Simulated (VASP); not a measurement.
# Zn (P6/mmm) in VASP: further runs

Runs on Zn. Level: PBE. Tasks: single point.

All numbers are computed with VASP 6.6.1; they aren't measurements. Logs are shortened: lines on timing, memory, paths and dates and some standing lists are left out, and cuts for length are marked.

## (1) The cell of the first run

The structure is hexagonal, space group P6/mmm (No. 191). Conventional cell: a = 4.332 Å, b = 4.332 Å, c = 2.642 Å, α = 90.00°, β = 90.00°, γ = 120.00°. Within 3.5 Å of Zn (site symmetry 6/mmm) lie 14 Zn at 2.64 to 2.83 Å. Within 3.3 Å of Zn (site symmetry -6m2) lie 11 Zn at 2.50 to 2.83 Å.

This isn't the form of Zn at room conditions, which is hcp.

## (2) Single point, PBE

The input, INCAR:

```
ALGO = Normal ; EDIFF = 1E-6
ENCUT = 520 ; GGA = PE
ISIF = 2 ; ISMEAR = -1
LASPH = True ; LCHARG = False
LREAL = False ; LWAVE = False
NBANDS = 25 ; NELM = 80
PREC = Accurate ; SIGMA = 0.1
```

The input, KPOINTS:

```
k-points
0
Gamma
  9 9 12
```

The input, POSCAR:

```
Zn
1.0
    4.3324217750      0.0000000000      0.0000000000
   -2.1662108875      3.7519873170      0.0000000000
    0.0000000000      0.0000000000      2.6417467203
Zn
3
Direct
    0.0000000000      0.0000000000      0.0000000000
    0.3333333333      0.6666666667      0.5000000000
    0.6666666667      0.3333333333      0.5000000000
```

Potentials or basis: VASP PAW PBE potentials, release 64 (Zn).

Launch:

```sh
cat potpaw_PBE.64/Zn/POTCAR > POTCAR
mpirun -np 1 vasp_std > vasp.out
```

OUTCAR:

```text
EDIFF = 1E-6
   ENCUT = 520
   GGA = PE
   ISIF = 2
   ISMEAR = -1
   LASPH = True
   LREAL = False
   NELM = 80
   PREC = Accurate

 ion  position               nearest neighbor table
   1  0.000  0.000  0.000-   2 2.83   3 2.83   2 2.83   3 2.83   2 2.83   2 2.83   3 2.83   3 2.83
                             3 2.83   3 2.83   2 2.83   2 2.83
   2  0.333  0.667  0.500-   3 2.50   3 2.50   3 2.50   1 2.83   1 2.83   1 2.83   1 2.83   1 2.83
                             1 2.83
   3  0.667  0.333  0.500-   2 2.50   2 2.50   2 2.50   1 2.83   1 2.83   1 2.83   1 2.83   1 2.83
                             1 2.83

  LATTYP: Found a hexagonal cell.
 ALAT       =     4.3324217750
 C/A-ratio  =     0.6097621279

  Lattice vectors:

 A1 = (   4.3324217750,   0.0000000000,   0.0000000000)
 A2 = (  -2.1662108875,   3.7519873170,   0.0000000000)
 A3 = (   0.0000000000,   0.0000000000,   2.6417467203)

Analysis of symmetry for initial positions (statically):
=====================================================================
 Subroutine PRICEL returns:
 Original cell was already a primitive cell.

 Routine SETGRP: Setting up the symmetry group for a
 hexagonal supercell.

 Subroutine GETGRP returns: Found 24 space group operations
 (whereof 24 operations were pure point group operations)
 out of a pool of 24 trial point group operations.

The static configuration has the point symmetry D_6h.

Analysis of symmetry for dynamics (positions and initial velocities):
=====================================================================
 Subroutine PRICEL returns:
 Original cell was already a primitive cell.

 Routine SETGRP: Setting up the symmetry group for a
 hexagonal supercell.

 Subroutine GETGRP returns: Found 24 space group operations
 (whereof 24 operations were pure point group operations)
 out of a pool of 24 trial point group operations.

The dynamic configuration has the point symmetry D_6h.

 Subroutine INISYM returns: Found 24 space group operations
 (whereof 24 operations are pure point group operations),
 and found     1 'primitive' translations

----------------------------------------------------------------------------------------

                                     Primitive cell

  volume of cell :      42.9421

  direct lattice vectors                    reciprocal lattice vectors
     4.332421775  0.000000000  0.000000000     0.230817786  0.133262711  0.000000000
    -2.166210888  3.751987317  0.000000000     0.000000000  0.266525421  0.000000000
     0.000000000  0.000000000  2.641746720     0.000000000  0.000000000  0.378537425

  length of vectors
     4.332421775  4.332421775  2.641746720     0.266525421  0.266525421  0.378537425

  position of ions in fractional coordinates (direct lattice)
     0.000000000  0.000000000  0.000000000
     0.333333333  0.666666667  0.500000000
     0.666666667  0.333333333  0.500000000

  ion indices of the primitive-cell ions
   primitive index   ion index
                 1           1
                 2           2
                 3           3

----------------------------------------------------------------------------------------

 KPOINTS: k-points

Automatic generation of k-mesh.
 Grid dimensions read from file:
 generate k-points for:    9    9   12

 Generating k-lattice:

  Cartesian coordinates                     Fractional coordinates (reciprocal lattice)
     0.025646421  0.014806968  0.000000000     0.111111111  0.000000000  0.000000000
     0.000000000  0.029613936  0.000000000     0.000000000  0.111111111  0.000000000
     0.000000000  0.000000000  0.031544785     0.000000000  0.000000000  0.083333333

  Length of vectors
     0.029613936  0.029613936  0.031544785

  Shift w.r.t. Gamma in fractional coordinates (k-lattice)
     0.000000000  0.000000000  0.000000000

 Subroutine IBZKPT returns following result:
 ===========================================

 Found     84 irreducible k-points:

 Following reciprocal coordinates:
            Coordinates               Weight
  0.000000  0.000000  0.000000      1.000000
  0.111111  0.000000  0.000000      6.000000
  0.222222  0.000000  0.000000      6.000000
  0.333333  0.000000  0.000000      6.000000
  0.444444  0.000000  0.000000      6.000000
  0.111111  0.111111  0.000000      6.000000
[... 16 lines left out ...]
  0.333333  0.222222  0.083333     24.000000
  0.333333  0.333333  0.083333      4.000000
 [... further k-points ...]
   k-points           NKPTS =     84   k-points in BZ     NKDIM =     84   number of bands    NBANDS=     25
   number of dos      NEDOS =    301   number of ions     NIONS =      3
   total plane-waves  NPLWV =  20480
   dimension x,y,z NGX =    32 NGY =   32 NGZ =   20
   dimension x,y,z NGXF=    64 NGYF=   64 NGZF=   40
   ions per type =               3
   NGX,Y,Z   is equivalent  to a cutoff of  12.28, 12.28, 12.59 a.u.
   NGXF,Y,Z  is equivalent  to a cutoff of  24.56, 24.56, 25.17 a.u.
 SYSTEM =  unknown system
   PREC   = accura    normal or accurate (medium, high low for compatibility)
   ISTART =      0    job   : 0-new  1-cont  2-samecut
   ICHARG =      2    charge: 1-file 2-atom 10-const
   ISPIN  =      1    spin polarized calculation?
   LNONCOLLINEAR =      F non collinear calculations
   LSORBIT =      F    spin-orbit coupling
   LASPH  =      T    aspherical Exc in radial PAW
   ENCUT  =  520.0 eV  38.22 Ry    6.18 a.u.   8.06  8.06  4.91*2*pi/ulx,y,z
   NELM   =     80;   NELMIN=  2; NELMDL= -5     # of ELM steps
   EDIFF  = 0.1E-05   stopping-criterion for ELM
   LREAL  =      F    real-space projection
   EDIFFG = 0.1E-04   stopping-criterion for IOM
   NSW    =      0    number of steps for IOM
   IBRION =     -1    ionic relax: 0-MD 1-quasi-New 2-CG
   NFREE  =      0    steps in history (QN), initial steepest desc. (CG)
   ISIF   =      2    stress and relaxation
   ISYM   =      2    0-nonsym 1-usesym 2-fastsym
   POTIM  = 0.5000    time-step for ionic-motion
   TEBEG  =    0.0;   TEEND  =   0.0 temperature during run
   PSTRESS=    0.0 pullay stress
   NELECT =      36.0000    total number of electrons
   NUPDOWN=      -1.0000    fix difference up-down
   EMIN   =  10.00;   EMAX   =-10.00  energy-range for DOS
   EFERMI =   0.00;   METHOD = LEGACY
   ISMEAR =    -1;   SIGMA  =   0.10  broadening in eV -4-tet -1-fermi 0-gaus
   EFERMI_NEDOS =   21; number of points for ismear=-14 and -15
   IALGO  =     38    algorithm
   IMIX   =      4    mixing-type and parameters
     AMIX     =   0.40;   BMIX     =  1.00
     AMIX_MAG =   1.60;   BMIX_MAG =  1.00
  volume/ion in A,a.u.               =      14.31        96.60
  Fermi-wavevector in a.u.,A,eV,Ry     =   1.543647  2.917069 32.420576  2.382845
  Thomas-Fermi vector in A             =   2.649280
   LORBIT       =      0    0 simple, 1 ext, 2 COOP (PROOUT), +10 PAW based schemes
   GGA     = PE    functional components
[... 5 lines left out ...]
 non-spin polarized calculation
  energy-cutoff  :      520.00
  volume of cell :       42.94
 maximum number of plane-waves:      1176
   NGX = 17   NGY = 17   NGZ =  9

 number of electron      36.0000017 magnetization

 Free energy of the ion-electron system (eV)
  ---------------------------------------------------
  ext. energy  EPLUGINS =         0.00000000
  ---------------------------------------------------
  free energy    TOTEN  =        -2.97476350 eV

  energy without entropy =       -2.94465191  energy(sigma->0) =       -2.95970771

 E-fermi :   3.7495     XC(G=0): -11.8797

 val. band max:        3.7303022005   @ k =   0.2222   0.0000   0.1667
 cond. band min:       3.7596837996   @ k =   0.1111   0.0000   0.1667
 fundamental gap:      0.0293815991
 Fermi energy:         3.7494661732

 k-point     1 :       0.0000    0.0000    0.0000
  band No.  band energies     occupation
      1      -7.3262      2.00000
      2      -5.0180      2.00000
      3      -4.4645      2.00000
      4      -4.4097      2.00000
      5      -4.4097      2.00000
      6      -4.3817      2.00000
[... 17 lines left out ...]
     24      17.8860      0.00000
     25      24.0181      0.00000

 k-point     2 :       0.1111    0.0000    0.0000
  band No.  band energies     occupation
      1      -7.1892      2.00000
      2      -5.0005      2.00000
      3      -4.5772      2.00000
      4      -4.5079      2.00000
      5      -4.4873      2.00000
      6      -4.3978      2.00000
[... 17 lines left out ...]
     24      17.9596      0.00000
     25      22.1596      0.00000

 k-point     3 :       0.2222    0.0000    0.0000
  band No.  band energies     occupation
      1      -6.7861      2.00000
      2      -4.9640      2.00000
      3      -4.7762      2.00000
      4      -4.5821      2.00000
      5      -4.5508      2.00000
      6      -4.4306      2.00000
[... 17 lines left out ...]
     24      18.1340      0.00000
     25      19.3182      0.00000

 k-point     4 :       0.3333    0.0000    0.0000
  band No.  band energies     occupation
      1      -6.1519      2.00000
      2      -5.0241      2.00000
      3      -4.8224      2.00000
      4      -4.6309      2.00000
      5      -4.6100      2.00000
      6      -4.4912      2.00000
[... 17 lines left out ...]
     24      16.3930      0.00000
     25      16.5552      0.00000

 k-point     5 :       0.4444    0.0000    0.0000
  band No.  band energies     occupation
      1      -5.4186      2.00000
      2      -5.1066      2.00000
      3      -4.8637      2.00000
      4      -4.6826      2.00000
      5      -4.6121      2.00000
      6      -4.5892      2.00000
[... 17 lines left out ...]
     24      15.4227      0.00000
     25      16.2242      0.00000

 k-point     6 :       0.1111    0.1111    0.0000
  band No.  band energies     occupation
      1      -6.9191      2.00000
      2      -4.9717      2.00000
      3      -4.6849      2.00000
      4      -4.6577      2.00000
      5      -4.5115      2.00000
      6      -4.4010      2.00000
[... 17 lines left out ...]
     24      18.0810      0.00000
     25      19.2490      0.00000
[... 393 lines left out ...]
 k-point    21 :       0.4444    0.1111    0.0833
  band No.  band energies     occupation
      1      -5.1678      2.00000
      2      -4.9787      2.00000
      3      -4.9447      2.00000
      4      -4.6354      2.00000
      5      -4.6065      2.00000
      6      -4.5288      2.00000
[... 17 lines left out ...]
     24      14.6943      0.00000
     25      14.8761      0.00000

 k-point    22 :       0.2222    0.2222    0.0833
  band No.  band energies     occupation
      1      -5.7017      2.00000
      2      -4.9982      2.00000
      3      -4.8471      2.00000
      4      -4.7267      2.00000
      5      -4.5404      2.00000
      6      -4.4229      2.00000
[... 17 lines left out ...]
     24      13.7434      0.00000
     25      17.1819      0.00000

 k-point    23 :       0.3333    0.2222    0.0833
  band No.  band energies     occupation
      1      -5.2532      2.00000
      2      -5.0228      2.00000
      3      -4.9142      2.00000
      4      -4.6488      2.00000
      5      -4.5804      2.00000
      6      -4.4588      2.00000
[... 17 lines left out ...]
     24      15.4567      0.00000
     25      16.4252      0.00000

 k-point    24 :       0.3333    0.3333    0.0833
  band No.  band energies     occupation
      1      -5.2207      2.00000
      2      -4.9551      2.00000
      3      -4.9551      2.00000
      4      -4.6037      2.00000
      5      -4.6037      2.00000
      6      -4.4663      2.00000
[... 17 lines left out ...]
     24      15.5319      0.00000
     25      17.4994      0.00000

 [... further k-points ...]

------------------------ aborting loop because EDIFF is reached ----------------------------------------

  FORCE on cell =-STRESS in cart. coord.  units (eV):
  Direction    XX          YY          ZZ          XY          YZ          ZX
  --------------------------------------------------------------------------------------
  -------------------------------------------------------------------------------------
  Total        1.8900926      1.8900926      1.8852777     -0.0000000      0.0000000      0.0000000
  in kB       70.5196886     70.5196886     70.3400462     -0.0000000      0.0000000      0.0000000
  external PRESSURE =      70.4598078 kB  Pullay stress =       0.0000000 kB

 VOLUME and BASIS-vectors are now :
 -----------------------------------------------------------------------------
  energy-cutoff  :      520.00
  volume of cell :       42.94
      direct lattice vectors                 reciprocal lattice vectors
     4.332421775  0.000000000  0.000000000     0.230817786  0.133262711  0.000000000
    -2.166210888  3.751987317  0.000000000     0.000000000  0.266525421  0.000000000
     0.000000000  0.000000000  2.641746720     0.000000000  0.000000000  0.378537425

 POSITION                                       TOTAL-FORCE (eV/Angst)
 -----------------------------------------------------------------------------------
      0.00000      0.00000      0.00000         0.000000      0.000000      0.000000
     -0.00000      2.50132      1.32087         0.000000     -0.000000     -0.000000
      2.16621      1.25066      1.32087        -0.000000      0.000000      0.000000
 -----------------------------------------------------------------------------------
    total drift:                               -0.000000      0.000000      0.000000

  FREE ENERGIE OF THE ION-ELECTRON SYSTEM (eV)
  ---------------------------------------------------
  free  energy   TOTEN  =        -2.9747635002 eV

  energy  without entropy=       -2.9446519143  energy(sigma->0) =       -2.95970771
```

Wall time 34 s (1 thread of AMD EPYC 9R45 (Zen 5), shared host); peak memory 0.17 GiB.

Results:

```yaml
Free_energy: -2.9748 eV
Pressure: 7.0 GPa
Band_gap_on_the_k_mesh: zero (bands 18 and 19 overlap by 5.33 eV)
```

Levels at points of the mesh, in eV from the Fermi level:
```csv
k point,band 15,band 16,band 17,band 18,band 19,band 20,band 21,band 22
"(0.00, 0.00, 0.00)",-7.26,-7.26,0.59,0.59,0.64,0.64,1.10,1.27
"(0.00, 0.00, 0.50)",-7.11,-4.64,-4.57,4.32,4.32,4.37,5.12,5.69
```

Caveat: the cell stands under pressure.

## (3) Single point, PBE

The input, INCAR:

```
SYSTEM = Zn
PREC = Accurate ; ENCUT = 520
EDIFF = 1E-6 ; ISMEAR = -1
SIGMA = 0.1 ; LREAL = .False.
LASPH = .True. ; NELM = 100
ALGO = Normal ; ISIF = 2
LWAVE = .False. ; LCHARG = .False.
GGA = PE ; NBANDS = 25
```

The input, KPOINTS:

```
Automatic mesh
0
Gamma
  9 9 12
  0 0 0
```

POSCAR is that of step 2.

Potentials or basis: VASP PAW PBE potentials, release 64 (Zn).

Launch:

```sh
cat potpaw_PBE.64/Zn/POTCAR > POTCAR
mpirun -np 1 vasp_std > vasp.out
```

OUTCAR:

```text
SYSTEM = Zn
   PREC = Accurate
   ENCUT = 520
   EDIFF = 1E-6
   ISMEAR = -1
   LREAL = .False.
   LASPH = .True.
   NELM = 100
   ISIF = 2
   GGA = PE

 ion  position               nearest neighbor table
   1  0.000  0.000  0.000-   2 2.83   3 2.83   2 2.83   3 2.83   2 2.83   2 2.83   3 2.83   3 2.83
                             3 2.83   3 2.83   2 2.83   2 2.83
   2  0.333  0.667  0.500-   3 2.50   3 2.50   3 2.50   1 2.83   1 2.83   1 2.83   1 2.83   1 2.83
                             1 2.83
   3  0.667  0.333  0.500-   2 2.50   2 2.50   2 2.50   1 2.83   1 2.83   1 2.83   1 2.83   1 2.83
                             1 2.83

  LATTYP: Found a hexagonal cell.
 ALAT       =     4.3324217750
 C/A-ratio  =     0.6097621279

  Lattice vectors:

 A1 = (   4.3324217750,   0.0000000000,   0.0000000000)
 A2 = (  -2.1662108875,   3.7519873170,   0.0000000000)
 A3 = (   0.0000000000,   0.0000000000,   2.6417467203)

Analysis of symmetry for initial positions (statically):
=====================================================================
 Subroutine PRICEL returns:
 Original cell was already a primitive cell.

 Routine SETGRP: Setting up the symmetry group for a
 hexagonal supercell.
[... 167 lines left out ...]

 E-fermi :   3.7495     XC(G=0): -11.8797

 val. band max:        3.7303022005   @ k =   0.2222   0.0000   0.1667
 cond. band min:       3.7596837996   @ k =   0.1111   0.0000   0.1667
 fundamental gap:      0.0293815991
 Fermi energy:         3.7494661732

 k-point     1 :       0.0000    0.0000    0.0000
  band No.  band energies     occupation
      1      -7.3262      2.00000
      2      -5.0180      2.00000
      3      -4.4645      2.00000
      4      -4.4097      2.00000
      5      -4.4097      2.00000
      6      -4.3817      2.00000
[... 661 lines left out ...]
     24      15.5319      0.00000
     25      17.4994      0.00000

 [... further k-points ...]

------------------------ aborting loop because EDIFF is reached ----------------------------------------

  FORCE on cell =-STRESS in cart. coord.  units (eV):
  Direction    XX          YY          ZZ          XY          YZ          ZX
  --------------------------------------------------------------------------------------
  -------------------------------------------------------------------------------------
  Total        1.8900926      1.8900926      1.8852777     -0.0000000      0.0000000      0.0000000
  in kB       70.5196886     70.5196886     70.3400462     -0.0000000      0.0000000      0.0000000
  external PRESSURE =      70.4598078 kB  Pullay stress =       0.0000000 kB

 VOLUME and BASIS-vectors are now :
 -----------------------------------------------------------------------------
  energy-cutoff  :      520.00
  volume of cell :       42.94
      direct lattice vectors                 reciprocal lattice vectors
     4.332421775  0.000000000  0.000000000     0.230817786  0.133262711  0.000000000
    -2.166210888  3.751987317  0.000000000     0.000000000  0.266525421  0.000000000
     0.000000000  0.000000000  2.641746720     0.000000000  0.000000000  0.378537425

 POSITION                                       TOTAL-FORCE (eV/Angst)
 -----------------------------------------------------------------------------------
      0.00000      0.00000      0.00000         0.000000      0.000000      0.000000
     -0.00000      2.50132      1.32087         0.000000     -0.000000     -0.000000
      2.16621      1.25066      1.32087        -0.000000      0.000000      0.000000
 -----------------------------------------------------------------------------------
    total drift:                               -0.000000      0.000000      0.000000

  FREE ENERGIE OF THE ION-ELECTRON SYSTEM (eV)
  ---------------------------------------------------
  free  energy   TOTEN  =        -2.9747635002 eV

  energy  without entropy=       -2.9446519143  energy(sigma->0) =       -2.95970771
```

stdout:

```text
POSCAR found type information on POSCAR Zn
 POSCAR found :  1 types and       3 ions
 scaLAPACK will be used
 LDA part: xc-table for (Slater+PW92), standard interpolation
 POSCAR, INCAR and KPOINTS ok, starting setup
 FFT: planning ... GRIDC
 FFT: planning ... GRID_SOFT
 FFT: planning ... GRID
 WAVECAR not read
 entering main loop
```

Run time: 34 s. Hardware: 1 thread of AMD EPYC 9R45 (Zen 5), shared host; peak memory 0.17 GiB.

Results:

```yaml
Free_energy: -2.9748 eV
Pressure: 7.0 GPa
Band_gap_on_the_k_mesh: zero (bands 18 and 19 overlap by 5.33 eV)
```

Caveat: the cell stands under pressure.
